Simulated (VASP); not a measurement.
# AlRu (rocksalt type) (Fm-3m) in VASP: notebook, part 2 of 2

VASP 6.6.1.

### Step 3. Single point, r2SCAN

This run uses another cell than the first one, of 15.04 Å³/atom.

Input file POSCAR:

```
AlRu
1.0
    0.0000000000      2.4686721687      2.4686721687
    2.4686721687      0.0000000000      2.4686721687
    2.4686721687      2.4686721687      0.0000000000
Ru Al
1 1
Direct
    0.0000000000      0.0000000000      0.0000000000
    0.5000000000      0.5000000000      0.5000000000
```

Input file INCAR.step1:

```
SYSTEM = AlRu
ALGO = Normal
EDIFF = 1E-4
ENCUT = 520
GGA = PE
ISMEAR = -1
LASPH = .True.
LCHARG = .False.
LREAL = .False.
LWAVE = .True.
NBANDS = 16
NELM = 100
PREC = Accurate
SIGMA = 0.05
```

Input file INCAR.step2:

```
SYSTEM = AlRu
ALGO = Normal
EDIFF = 1E-6
ENCUT = 520
ISIF = 2
ISMEAR = -1
ISTART = 1
LASPH = .True.
LCHARG = .False.
LMIXTAU = .True.
LREAL = .False.
LWAVE = .False.
METAGGA = R2SCAN
NBANDS = 16
NELM = 100
PREC = Accurate
SIGMA = 0.05
```

Input file KPOINTS:

```
k-points
0
Gamma
  13 13 13
  0 0 0
```

Potentials or basis: VASP PAW PBE potentials, release 64 (Ru_pv, Al).

On the command line:

```bash
$ cat potpaw_PBE.64/Ru_pv/POTCAR potpaw_PBE.64/Al/POTCAR > POTCAR
$ cp INCAR.step1 INCAR
$ mpirun -np 1 vasp_std > vasp.out
$ cp INCAR.step2 INCAR
$ mpirun -np 1 vasp_std > vasp.out
```

Wall time 66 s (1 thread of Intel Xeon 6975P-C (Granite Rapids), shared host); peak memory 0.19 GiB.

Results (log left out):

| Item | Value |
| --- | --- |
| Free energy | -31.8576 eV |
| Pressure | 0.1 GPa |
| Band gap on the k mesh | zero (an odd number of electrons rules out a gap without spin polarisation) |

Levels at points of the mesh, in eV from the Fermi level:
```tsv
k point	band 6	band 7	band 8	band 9	band 10	band 11	band 12	band 13
(0.00, 0.00, 0.00)	-2.19	-2.19	-1.90	-1.90	7.15	7.15	7.15	10.73
```

Caveat: an empty level that is flat over the whole mesh can mark a ghost state of the potentials, or a narrow d or f band; the PAW data sets were made with another functional, which shifts forces and pressure a little.

### Step 4. Relaxation of cell and atoms, r2SCAN

This run uses another cell than the first one, of 16.31 Å³/atom.

Input file POSCAR:

```
AlRu
1.0
    0.0000000000      2.5359338295      2.5359338295
    2.5359338295      0.0000000000      2.5359338295
    2.5359338295      2.5359338295      0.0000000000
Ru Al
1 1
Direct
    0.0000000000      0.0000000000      0.0000000000
    0.5000000000      0.5000000000      0.5000000000
```

Input file INCAR.step1:

```
ALGO     = Normal         # electronic algorithm
EDIFF    = 1E-4           # SCF threshold, eV
ENCUT    = 600            # plane-wave cutoff, eV
GGA      = PE             # functional
ISMEAR   = -1             # smearing method
LASPH    = T              # aspherical terms in the spheres
LCHARG   = F              # write CHGCAR
LREAL    = F              # projectors in reciprocal space
LWAVE    = T              # write WAVECAR
NELM     = 80             # most SCF steps
PREC     = Accurate       # precision mode
SIGMA    = 0.05           # smearing width, eV
```

Input file INCAR.step2:

```
ALGO     = Normal         # electronic algorithm
EDIFF    = 1E-6           # SCF threshold, eV
EDIFFG   = -0.005         # ionic threshold
ENCUT    = 600            # plane-wave cutoff, eV
IBRION   = 2              # ionic algorithm
ISIF     = 3              # what is computed and relaxed
ISMEAR   = -1             # smearing method
ISTART   = 1            
LASPH    = T              # aspherical terms in the spheres
LCHARG   = F              # write CHGCAR
LMIXTAU  = T            
LREAL    = F              # projectors in reciprocal space
LWAVE    = F              # write WAVECAR
METAGGA  = R2SCAN         # meta-GGA
NELM     = 80             # most SCF steps
NSW      = 60             # ionic steps
PREC     = Accurate       # precision mode
SIGMA    = 0.05           # smearing width, eV
```

Input file KPOINTS:

```
k-points
0
Gamma
  13 13 13
```

Potentials or basis: VASP PAW PBE potentials, release 64 (Ru_pv, Al).

On the command line:

```bash
$ cat potpaw_PBE.64/Ru_pv/POTCAR potpaw_PBE.64/Al/POTCAR > POTCAR
$ cp INCAR.step1 INCAR
$ mpirun -np 1 vasp_std > vasp.out
$ cp INCAR.step2 INCAR
$ mpirun -np 1 vasp_std > vasp.out
```

OUTCAR:

```text
EDIFF = 1E-6
   EDIFFG = -0.005
   ENCUT = 600
   IBRION = 2
   ISIF = 3
   ISMEAR = -1
   ISTART = 1
   LASPH = T
   LREAL = F
   METAGGA = R2SCAN
   NELM = 80
   NSW = 60
   PREC = Accurate

 ion  position               nearest neighbor table
   1  0.000  0.000  0.000-   2 2.54   2 2.54   2 2.54   2 2.54   2 2.54   2 2.54
   2  0.500  0.500  0.500-   1 2.54   1 2.54   1 2.54   1 2.54   1 2.54   1 2.54

  LATTYP: Found a face centered cubic cell.
 ALAT       =     5.0718676590

  Lattice vectors:

 A1 = (   0.0000000000,   2.5359338295,   2.5359338295)
 A2 = (   2.5359338295,   0.0000000000,   2.5359338295)
 A3 = (   2.5359338295,   2.5359338295,   0.0000000000)

Analysis of symmetry for initial positions (statically):
=====================================================================
 Subroutine PRICEL returns:
 Original cell was already a primitive cell.

 Routine SETGRP: Setting up the symmetry group for a
 face centered cubic supercell.

 Subroutine GETGRP returns: Found 48 space group operations
 (whereof 48 operations were pure point group operations)
 out of a pool of 48 trial point group operations.

The static configuration has the point symmetry O_h .

Analysis of symmetry for dynamics (positions and initial velocities):
=====================================================================
 Subroutine PRICEL returns:
 Original cell was already a primitive cell.

 Routine SETGRP: Setting up the symmetry group for a
[... 164 lines left out ...]
  in kB     -104.9184594   -104.9184594   -104.9184594      0.0000000      0.0000000     -0.0000000
  external PRESSURE =    -104.9184594 kB  Pullay stress =       0.0000000 kB
[... 23 lines left out ...]
--------------------------------------- Ionic step        2  -------------------------------------------

 number of electron      16.9999998 magnetization

 E-fermi :  10.3980     XC(G=0): -13.2433

 val. band max:       10.3918768954   @ k =  -0.3846   0.1538   0.0000
 cond. band min:      10.4230414169   @ k =   0.4615   0.4615   0.0000
 fundamental gap:      0.0311645215
 Fermi energy:        10.3979795847

 k-point     1 :       0.0000    0.0000    0.0000
  band No.  band energies     occupation
      1     -32.8903      2.00000
      2     -32.8903      2.00000
      3     -32.8903      2.00000
      4       0.2537      2.00000
      5       7.9006      2.00000
      6       7.9006      2.00000
      7       7.9006      2.00000
      8       8.2643      2.00000
      9       8.2643      2.00000
     10      18.0092      0.00000
     11      18.0092      0.00000
     12      18.0092      0.00000
[... 488 lines left out ...]
--------------------------------------- Ionic step        6  -------------------------------------------

 number of electron      17.0000001 magnetization

 Free energy of the ion-electron system (eV)
  ---------------------------------------------------
  ext. energy  EPLUGINS =         0.00000000
  ---------------------------------------------------
  free energy    TOTEN  =       -31.85682180 eV

  energy without entropy =      -31.84315190  energy(sigma->0) =      -31.84998685

 E-fermi :   9.3053     XC(G=0): -12.8074

 val. band max:        9.2848725045   @ k =  -0.3846   0.1538   0.0000
 cond. band min:       9.3356363660   @ k =   0.4615   0.4615   0.0000
 fundamental gap:      0.0507638615
 Fermi energy:         9.3052628093

 k-point     1 :       0.0000    0.0000    0.0000
  band No.  band energies     occupation
      1     -33.9111      2.00000
      2     -33.9111      2.00000
      3     -33.9111      2.00000
      4      -0.3421      2.00000
      5       7.1222      2.00000
      6       7.1222      2.00000
      7       7.1222      2.00000
      8       7.4062      2.00000
      9       7.4062      2.00000
     10      16.4523      0.00000
     11      16.4523      0.00000
     12      16.4523      0.00000
[... 374 lines left out ...]
  FREE ENERGIE OF THE ION-ELECTRON SYSTEM (eV)
  ---------------------------------------------------
  free  energy   TOTEN  =       -31.8568217978 eV

  energy  without entropy=      -31.8431519044  energy(sigma->0) =      -31.84998685

 reached required accuracy - stopping structural energy minimisation
```

OSZICAR.step1:

```text
N       E                     dE             d eps       ncg     rms          rms(c)
DAV:   1     0.121905093453E+03    0.12191E+03   -0.10042E+04  2032   0.145E+03
DAV:   2    -0.103104112707E+02   -0.13222E+03   -0.12685E+03  2212   0.354E+02
DAV:   3    -0.128840106379E+02   -0.25736E+01   -0.24805E+01  2328   0.500E+01
DAV:   4    -0.129138291318E+02   -0.29818E-01   -0.29789E-01  2372   0.540E+00
DAV:   5    -0.129146044467E+02   -0.77531E-03   -0.77526E-03  2492   0.753E-01    0.767E+00
DAV:   6    -0.127073682301E+02    0.20724E+00   -0.18720E+00  2140   0.147E+01    0.204E+00
DAV:   7    -0.126552726913E+02    0.52096E-01   -0.21736E-01  2100   0.523E+00    0.169E+00
DAV:   8    -0.126514678719E+02    0.38048E-02   -0.12923E-02  2152   0.866E-01    0.172E-01
DAV:   9    -0.126514130803E+02    0.54792E-04   -0.38921E-04  2304   0.207E-01
   1 F= -.12651413E+02 E0= -.12642300E+02  d E =-.182266E-01
```

It took 5.2 min on 1 thread of Intel Xeon 6975P-C (Granite Rapids), shared host; peak memory 0.22 GiB.

Results:

| Quantity | Value |
| --- | --- |
| Free energy | -31.8568 eV |
| Relaxed volume | 15.05 Å³/atom |
| Relaxed cell | a = 3.492 Å, b = 3.492 Å, c = 3.492 Å, α = 60.00°, β = 60.00°, γ = 60.00° |
| Space group after relaxing (to 0.1 Å) | Fm-3m (No. 225) |
| Energy gained by relaxing | 44.2 meV/atom |
| Ionic steps | 6 |
| Pressure after relaxing | 0.0 GPa |
| Band gap on the k mesh | zero (an odd number of electrons rules out a gap without spin polarisation) |

The path:
```tsv
step	energy change (eV)	largest force (eV/Å)	pressure (GPa)	volume (Å³)
1	0.0000	0.0000	-10.49	32.62
2	0.0078	0.0000	14.47	27.83
3	-0.0883	0.0000	-0.17	30.14
4	-0.0883	0.0000	0.07	30.09
5	-0.0883	0.0000	-0.08	30.12
6	-0.0883	0.0000	-0.02	30.10
```

Final structure:
```
Ru Al
1.0
     0.00000    2.46907    2.46907
     2.46907    0.00000    2.46907
     2.46907    2.46907    0.00000
Ru Al
1 1
Direct
  0.00000 0.00000 0.00000
  0.50000 0.50000 0.50000
```

Caveat: the PAW data sets were made with another functional, which shifts forces and pressure a little.

### Step 5. The runs side by side

| task | cell | cutoff (eV) | gap on the mesh (eV) | pressure (GPa) |
| --- | --- | --- | --- | --- |
| single point | a = 3.129 Å, angles 60.0°, 2 atoms | 520 | none | 102.9 |
| single point | a = 3.491 Å, angles 60.0°, 2 atoms | 520 | none | 0.1 |
| relaxation of cell and atoms | relaxed from a = 3.586 Å, angles 60.0°, 2 atoms | 600 | none | 0.0 |

Alike in all rows: level r2SCAN; potentials or basis VASP PAW PBE potentials, release 64 (Ru_pv, Al); no spin polarisation; k mesh 13 × 13 × 13; smearing fermi-dirac 0.05 eV.

Caveats: the PAW data sets were made with another functional, which shifts forces and pressure a little; an empty level that is flat over the whole mesh can mark a ghost state of the potentials, or a narrow d or f band (at least some runs); the cell stands under pressure (at least some runs).

Absolute energies hang on the potentials; compare differences alone.
